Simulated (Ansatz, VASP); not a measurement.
**One calculation of TePb, two programs**

INCAR

```
SYSTEM = TePb
ALGO = Normal
EDIFF = 1E-6
ENCUT = 520
GGA = PE
ISIF = 2
ISMEAR = 0
LASPH = .True.
LCHARG = .False.
LREAL = .False.
LWAVE = .False.
NBANDS = 17
NELM = 100
PREC = Accurate
SIGMA = 0.01
```

Contents of KPOINTS:

```
k-points
0
Gamma
  5 5 5
  0 0 0
```

File POSCAR:

```
TePb
1.0
    0.0000000000      3.1481170316      3.1481170316
    3.1481170316      0.0000000000      3.1481170316
    3.1481170316      3.1481170316      0.0000000000
Te Pb
1 1
Direct
    0.5000000000      0.5000000000      0.5000000000
    0.0000000000      0.0000000000      0.0000000000
```

Input for Ansatz:

```yaml
crystal:
  lattice:
    - [0.0, 3.14811703158526, 3.14811703158526]
    - [3.14811703158526, 0.0, 3.14811703158526]
    - [3.14811703158526, 3.14811703158526, 0.0]
  atoms:
    - { symbol: Te, position: [0.5, 0.5, 0.5] }
    - { symbol: Pb, position: [0.0, 0.0, 0.0] }
basis:
  ecutwfc: 500.0
kpoints:
  mp_grid:
    grid: [5, 5, 5]
hamiltonian:
  xc: pbe
  pseudopotentials:
    kind: paw
scf:
  convergence:
    dr2_threshold: 1.0e-08
  occupations:
    method: fixed
output:
  stress: true
```

Alike in both runs: task single point; functional PBE; k mesh 5 × 5 × 5; no spin polarisation.

|  | VASP | Ansatz |
| --- | --- | --- |
| version | VASP 6.6.1 | Ansatz 0.2.0 |
| potentials or method | VASP PAW PBE potentials, release 64 (Te, Pb_d), cutoff 520 eV | plane waves, PAW |
| occupations | gaussian, width 0.01 eV | fixed |
| valence electrons in the cell | 20 | 30 |

|  | VASP | Ansatz | Ansatz less VASP |
| --- | --- | --- | --- |
| pressure (GPa) | 6.5 | 6.5 | +0.07 |

VASP's potentials hold 20 valence electrons a cell and Ansatz's 30, so a difference there can come from the potentials and not from the codes. Ansatz's warnings: stress scf threshold loose.

Neither program's run includes spin-orbit coupling.
